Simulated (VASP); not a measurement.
# CdS (P6_3mc) in VASP: notebook

The runs below take CdS through single point, with PBE.

All numbers are computed with VASP 6.6.1; they aren't measurements. Logs are shortened: lines on timing, memory, paths and dates and some standing lists are left out, and cuts for length are marked.

## Step 1: The cell of the first run

It takes space group P6_3mc (No. 186, hexagonal). The conventional cell has a = 4.150 Å, b = 4.150 Å, c = 6.737 Å, α = 90.00°, β = 90.00°, γ = 120.00°. Within 3.3 Å of Cd (site symmetry 3m) lie 4 S at 2.53 to 2.54 Å. Within 3.3 Å of S (site symmetry 3m) lie 4 Cd at 2.53 to 2.54 Å.

## Step 2: Single point, PBE

The input, INCAR:

```
SYSTEM = CdS
PREC = Accurate
ENCUT = 520
EDIFF = 1E-7
ISMEAR = 0
SIGMA = 0.01
LREAL = .FALSE.
LASPH = .TRUE.
NELM = 60
ALGO = Normal
ISIF = 2
LWAVE = .FALSE.
LCHARG = .FALSE.
GGA = PE
NBANDS = 26
```

The input, KPOINTS:

```
regular mesh
0
G
  6 6 4
  0 0 0
```

The input, POSCAR:

```
CdS
1.0
    4.1500000000      0.0000000000      0.0000000000
   -2.0750000000      3.5940054257      0.0000000000
    0.0000000000      0.0000000000      6.7370000000
Cd S
2 2
Direct
    0.3333330000      0.6666670000      0.0000000000
    0.6666670000      0.3333330000      0.5000000000
    0.3333330000      0.6666670000      0.3750000000
    0.6666670000      0.3333330000      0.8750000000
```

Potentials or basis: VASP PAW PBE potentials, release 64 (Cd, S).

Launch:

```console
cat potpaw_PBE.64/Cd/POTCAR potpaw_PBE.64/S/POTCAR > POTCAR
mpirun -np 1 vasp_std > vasp.out
```

OUTCAR:

```text
SYSTEM = CdS
   PREC = Accurate
   ENCUT = 520
   EDIFF = 1E-7
   ISMEAR = 0
   LREAL = .FALSE.
   LASPH = .TRUE.
   NELM = 60
   ISIF = 2
   GGA = PE

 ion  position               nearest neighbor table
   1  0.333  0.667  0.000-   3 2.53   4 2.54   4 2.54   4 2.54
   2  0.667  0.333  0.500-   4 2.53   3 2.54   3 2.54   3 2.54
   3  0.333  0.667  0.375-   1 2.53   2 2.54   2 2.54   2 2.54
   4  0.667  0.333  0.875-   2 2.53   1 2.54   1 2.54   1 2.54

  LATTYP: Found a hexagonal cell.
 ALAT       =     4.1500000000
 C/A-ratio  =     1.6233734940

  Lattice vectors:

 A1 = (   4.1500000000,   0.0000000000,   0.0000000000)
 A2 = (  -2.0750000000,   3.5940054257,   0.0000000000)
 A3 = (   0.0000000000,   0.0000000000,   6.7370000000)

Analysis of symmetry for initial positions (statically):
=====================================================================
 Subroutine PRICEL returns:
 Original cell was already a primitive cell.

 Routine SETGRP: Setting up the symmetry group for a
 hexagonal supercell.

 Subroutine GETGRP returns: Found 12 space group operations
 (whereof  6 operations were pure point group operations)
 out of a pool of 24 trial point group operations.

The static configuration has the point symmetry C_3v.
 The point group associated with its full space group is C_6v.

Analysis of symmetry for dynamics (positions and initial velocities):
=====================================================================
 Subroutine PRICEL returns:
 Original cell was already a primitive cell.

 Routine SETGRP: Setting up the symmetry group for a
 hexagonal supercell.

 Subroutine GETGRP returns: Found 12 space group operations
 (whereof  6 operations were pure point group operations)
 out of a pool of 24 trial point group operations.

The dynamic configuration has the point symmetry C_3v.
 The point group associated with its full space group is C_6v.

 Subroutine INISYM returns: Found 12 space group operations
 (whereof  6 operations are pure point group operations),
 and found     1 'primitive' translations

----------------------------------------------------------------------------------------

                                     Primitive cell

  volume of cell :     100.4832

  direct lattice vectors                    reciprocal lattice vectors
     4.150000000  0.000000000  0.000000000     0.240963855  0.139120547  0.000000000
    -2.075000000  3.594005426  0.000000000     0.000000000  0.278241094  0.000000000
     0.000000000  0.000000000  6.737000000     0.000000000  0.000000000  0.148434021

  length of vectors
     4.150000000  4.150000000  6.737000000     0.278241094  0.278241094  0.148434021

  position of ions in fractional coordinates (direct lattice)
     0.333333000  0.666667000  0.000000000
     0.666667000  0.333333000  0.500000000
     0.333333000  0.666667000  0.375000000
     0.666667000  0.333333000  0.875000000

  ion indices of the primitive-cell ions
   primitive index   ion index
                 1           1
                 2           2
                 3           3
                 4           4

----------------------------------------------------------------------------------------

 KPOINTS: regular mesh

Automatic generation of k-mesh.
 Grid dimensions read from file:
 generate k-points for:    6    6    4

 Generating k-lattice:

  Cartesian coordinates                     Fractional coordinates (reciprocal lattice)
     0.040160643  0.023186758  0.000000000     0.166666667  0.000000000  0.000000000
     0.000000000  0.046373516  0.000000000     0.000000000  0.166666667  0.000000000
     0.000000000  0.000000000  0.037108505     0.000000000  0.000000000  0.250000000

  Length of vectors
     0.046373516  0.046373516  0.037108505

  Shift w.r.t. Gamma in fractional coordinates (k-lattice)
     0.000000000  0.000000000  0.000000000

 Subroutine IBZKPT returns following result:
 ===========================================

 Found     21 irreducible k-points:

 Following reciprocal coordinates:
            Coordinates               Weight
  0.000000  0.000000  0.000000      1.000000
  0.166667 -0.000000  0.000000      6.000000
  0.333333  0.000000  0.000000      6.000000
  0.500000 -0.000000  0.000000      3.000000
  0.166667  0.166667  0.000000      6.000000
  0.333333  0.166667  0.000000     12.000000
[... 13 lines left out ...]
  0.333333  0.166667  0.500000     12.000000
  0.333333  0.333333  0.500000      2.000000
   k-points           NKPTS =     21   k-points in BZ     NKDIM =     21   number of bands    NBANDS=     26
   number of dos      NEDOS =    301   number of ions     NIONS =      4
   total plane-waves  NPLWV =  51200
   dimension x,y,z NGX =    32 NGY =   32 NGZ =   50
   dimension x,y,z NGXF=    64 NGYF=   64 NGZF=  100
   ions per type =               2   2
   NGX,Y,Z   is equivalent  to a cutoff of  12.82, 12.82, 12.34 a.u.
   NGXF,Y,Z  is equivalent  to a cutoff of  25.64, 25.64, 24.68 a.u.
 SYSTEM =  CdS
   PREC   = accura    normal or accurate (medium, high low for compatibility)
   ISTART =      0    job   : 0-new  1-cont  2-samecut
   ICHARG =      2    charge: 1-file 2-atom 10-const
   ISPIN  =      1    spin polarized calculation?
   LNONCOLLINEAR =      F non collinear calculations
   LSORBIT =      F    spin-orbit coupling
   LASPH  =      T    aspherical Exc in radial PAW
   ENCUT  =  520.0 eV  38.22 Ry    6.18 a.u.   7.72  7.72 12.53*2*pi/ulx,y,z
   NELM   =     60;   NELMIN=  2; NELMDL= -5     # of ELM steps
   EDIFF  = 0.1E-06   stopping-criterion for ELM
   LREAL  =      F    real-space projection
   EDIFFG = 0.1E-05   stopping-criterion for IOM
   NSW    =      0    number of steps for IOM
   IBRION =     -1    ionic relax: 0-MD 1-quasi-New 2-CG
   NFREE  =      0    steps in history (QN), initial steepest desc. (CG)
   ISIF   =      2    stress and relaxation
   ISYM   =      2    0-nonsym 1-usesym 2-fastsym
   POTIM  = 0.5000    time-step for ionic-motion
   TEBEG  =    0.0;   TEEND  =   0.0 temperature during run
   PSTRESS=    0.0 pullay stress
   NELECT =      36.0000    total number of electrons
   NUPDOWN=      -1.0000    fix difference up-down
   EMIN   =  10.00;   EMAX   =-10.00  energy-range for DOS
   EFERMI =   0.00;   METHOD = LEGACY
   ISMEAR =     0;   SIGMA  =   0.01  broadening in eV -4-tet -1-fermi 0-gaus
   EFERMI_NEDOS =   21; number of points for ismear=-14 and -15
   IALGO  =     38    algorithm
   IMIX   =      4    mixing-type and parameters
     AMIX     =   0.40;   BMIX     =  1.00
     AMIX_MAG =   1.60;   BMIX_MAG =  1.00
  volume/ion in A,a.u.               =      25.12       169.52
  Fermi-wavevector in a.u.,A,eV,Ry     =   1.162727  2.197236 18.394190  1.351935
  Thomas-Fermi vector in A             =   2.299285
   LORBIT       =      0    0 simple, 1 ext, 2 COOP (PROOUT), +10 PAW based schemes
   GGA     = PE    functional components
   LHFCALC =     F    Hartree Fock is set to
   AEXX    =    0.0000 exact exchange contribution
   IVDW    =     0    specifies the selected vdW correction
   LEPSILON=     F    determine dielectric tensor
   LRPA    =     F    only Hartree local field effects (RPA)
 non-spin polarized calculation
 Gauss-broadening in eV      SIGMA  =   0.01
  energy-cutoff  :      520.00
  volume of cell :      100.48
 maximum number of plane-waves:      2731
 NGX is ok and might be reduce to    32
   NGX = 15   NGY = 15   NGZ = 25

 number of electron      35.9999997 magnetization

 Free energy of the ion-electron system (eV)
  ---------------------------------------------------
  ext. energy  EPLUGINS =         0.00000000
  ---------------------------------------------------
  free energy    TOTEN  =       -12.26567333 eV

  energy without entropy =      -12.26567333  energy(sigma->0) =      -12.26567333

 E-fermi :   1.2988     XC(G=0):  -9.0847

 val. band max:        1.2063096818   @ k =   0.0000   0.0000   0.0000
 cond. band min:       2.4048135129   @ k =   0.0000   0.0000   0.0000
 fundamental gap:      1.1985038312
 Fermi energy:         1.2987611308

 k-point     1 :       0.0000    0.0000    0.0000
  band No.  band energies     occupation
      1     -11.0903      2.00000
      2     -10.6656      2.00000
      3      -6.4675      2.00000
      4      -6.4454      2.00000
      5      -6.4454      2.00000
      6      -6.3600      2.00000
[... 18 lines left out ...]
     25       8.7933      0.00000
     26       8.9082      0.00000

 k-point     2 :       0.1667   -0.0000    0.0000
  band No.  band energies     occupation
      1     -10.9982      2.00000
      2     -10.6268      2.00000
      3      -6.4341      2.00000
      4      -6.4101      2.00000
      5      -6.3768      2.00000
      6      -6.3150      2.00000
[... 18 lines left out ...]
     25       8.7539      0.00000
     26       9.3610      0.00000

 k-point     3 :       0.3333    0.0000    0.0000
  band No.  band energies     occupation
      1     -10.7990      2.00000
      2     -10.5624      2.00000
      3      -6.3791      2.00000
      4      -6.3572      2.00000
      5      -6.2412      2.00000
      6      -6.2036      2.00000
[... 18 lines left out ...]
     25       9.5412      0.00000
     26      10.0306      0.00000

 k-point     4 :       0.5000   -0.0000    0.0000
  band No.  band energies     occupation
      1     -10.6811      2.00000
      2     -10.5482      2.00000
      3      -6.3626      2.00000
      4      -6.3415      2.00000
      5      -6.1646      2.00000
      6      -6.1546      2.00000
[... 18 lines left out ...]
     25       9.5938      0.00000
     26      11.3435      0.00000

 k-point     5 :       0.1667    0.1667    0.0000
  band No.  band energies     occupation
      1     -10.8518      2.00000
      2     -10.5762      2.00000
      3      -6.3797      2.00000
      4      -6.3770      2.00000
      5      -6.2580      2.00000
      6      -6.2575      2.00000
[... 18 lines left out ...]
     25       9.3294      0.00000
     26       9.8236      0.00000

 k-point     6 :       0.3333    0.1667    0.0000
  band No.  band energies     occupation
      1     -10.6826      2.00000
      2     -10.5487      2.00000
      3      -6.3729      2.00000
      4      -6.3179      2.00000
      5      -6.1854      2.00000
      6      -6.1664      2.00000
[... 340 lines left out ...]
 k-point    18 :       0.5000   -0.0000    0.5000
  band No.  band energies     occupation
      1     -10.6043      2.00000
      2     -10.6043      2.00000
      3      -6.3317      2.00000
      4      -6.3317      2.00000
      5      -6.2439      2.00000
      6      -6.2439      2.00000
[... 18 lines left out ...]
     25       9.5965      0.00000
     26       9.5965      0.00000

 k-point    19 :       0.1667    0.1667    0.5000
  band No.  band energies     occupation
      1     -10.7054      2.00000
      2     -10.7054      2.00000
      3      -6.3302      2.00000
      4      -6.3302      2.00000
      5      -6.3010      2.00000
      6      -6.3010      2.00000
[... 18 lines left out ...]
     25       9.1942      0.00000
     26       9.1942      0.00000

 k-point    20 :       0.3333    0.1667    0.5000
  band No.  band energies     occupation
      1     -10.6052      2.00000
      2     -10.6052      2.00000
      3      -6.3069      2.00000
      4      -6.3069      2.00000
      5      -6.2538      2.00000
      6      -6.2538      2.00000
[... 18 lines left out ...]
     25       9.6707      0.00000
     26       9.6707      0.00000

 k-point    21 :       0.3333    0.3333    0.5000
  band No.  band energies     occupation
      1     -10.5730      2.00000
      2     -10.5730      2.00000
      3      -6.2777      2.00000
      4      -6.2777      2.00000
      5      -6.2543      2.00000
      6      -6.2543      2.00000
[... 18 lines left out ...]
     25      10.5399      0.00000
     26      10.5399      0.00000

------------------------ aborting loop because EDIFF is reached ----------------------------------------

  FORCE on cell =-STRESS in cart. coord.  units (eV):
  Direction    XX          YY          ZZ          XY          YZ          ZX
  --------------------------------------------------------------------------------------
  -------------------------------------------------------------------------------------
  Total        1.3840256      1.3840256      1.7883965      0.0000000      0.0000000      0.0000000
  in kB       22.0679171     22.0679171     28.5155021      0.0000000      0.0000000      0.0000000
  external PRESSURE =      24.2171121 kB  Pullay stress =       0.0000000 kB

 VOLUME and BASIS-vectors are now :
 -----------------------------------------------------------------------------
  energy-cutoff  :      520.00
  volume of cell :      100.48
      direct lattice vectors                 reciprocal lattice vectors
     4.150000000  0.000000000  0.000000000     0.240963855  0.139120547  0.000000000
    -2.075000000  3.594005426  0.000000000     0.000000000  0.278241094  0.000000000
     0.000000000  0.000000000  6.737000000     0.000000000  0.000000000  0.148434021

 POSITION                                       TOTAL-FORCE (eV/Angst)
 -----------------------------------------------------------------------------------
     -0.00000      2.39600      0.00000        -0.000000     -0.000000     -0.068610
      2.07500      1.19800      3.36850         0.000000      0.000000     -0.068610
     -0.00000      2.39600      2.52637        -0.000000     -0.000000      0.068610
      2.07500      1.19800      5.89487         0.000000      0.000000      0.068610
 -----------------------------------------------------------------------------------
    total drift:                               -0.001486      0.000858     -0.000690

  FREE ENERGIE OF THE ION-ELECTRON SYSTEM (eV)
  ---------------------------------------------------
  free  energy   TOTEN  =       -12.2656733257 eV

  energy  without entropy=      -12.2656733257  energy(sigma->0) =      -12.26567333
```

It took 62 s on 1 thread of AMD EPYC 7R43 (Zen 3), shared host; peak memory 0.19 GiB.

Results:

```
Free energy            : -12.2657 eV
Pressure               : 2.4 GPa
Largest force          : 0.069 eV/Å
Band gap on the k mesh : 1.20 eV
```

Forces in eV/Å, atoms in the order of the input:
```
Cd   0.000  0.000 -0.069
Cd   0.000  0.000 -0.069
S    0.000  0.000  0.069
S    0.000  0.000  0.069
```

Expect the measured gap to be larger: semilocal functionals such as PBE lack the derivative discontinuity.

## Step 3: Single point, PBE, non-collinear spin, zero start, spin-orbit coupling

The input, INCAR:

```
PREC     = Accurate       # precision mode
ENCUT    = 520            # plane-wave cutoff, eV
EDIFF    = 1E-6           # SCF threshold, eV
ISMEAR   = 0              # smearing method
SIGMA    = 0.01           # smearing width, eV
LREAL    = F              # projectors in reciprocal space
LASPH    = T              # aspherical terms in the spheres
NELM     = 150            # most SCF steps
ALGO     = Normal         # electronic algorithm
ISIF     = 2              # what is computed and relaxed
LWAVE    = F              # write WAVECAR
LCHARG   = T              # write CHGCAR
MAGMOM   = 0 0 0 0 0 0 0 0 0 0 0 0 # initial moments
LORBIT   = 11             # projections on sites
LSORBIT  = T              # spin-orbit coupling
GGA_COMPAT= F            
LORBMOM  = T            
GGA      = PE             # functional
LVHAR    = T            
NBANDS   = 50             # bands
```

The input, KPOINTS:

```
Automatic mesh
0
Gamma
  6 6 4
```

POSCAR is that of step 2.

Potentials or basis: VASP PAW PBE potentials, release 64 (Cd, S).

Launch:

```console
cat potpaw_PBE.64/Cd/POTCAR potpaw_PBE.64/S/POTCAR > POTCAR
mpirun -np 1 vasp_ncl > vasp.out
```

Wall time 4.7 min (1 thread of AMD EPYC 7R43 (Zen 3), shared host); peak memory 0.48 GiB.

It converged, with:

```
Free energy                                           : -12.3242 eV
Pressure                                              : 2.4 GPa
Largest force                                         : 0.068 eV/Å
Net moment                                            : 0.00 μB per cell
Valence electrons inside the program's atomic spheres : Cd 10.31; S 3.72
```

Forces in eV/Å, atoms in the order of the input:
```
Cd   0.000  0.000 -0.068
Cd   0.000  0.000 -0.068
S    0.000  0.000  0.068
S    0.000  0.000  0.068
```

Stress tensor (GPa, compression positive):
```
2.14 0.00 0.00
0.00 2.14 0.00
0.00 0.00 2.78
```

Moments on the atoms (μB; x, y, z):
```
Cd  0.00 0.00 0.00
Cd  0.00 0.00 0.00
S   0.00 0.00 0.00
S   0.00 0.00 0.00
```
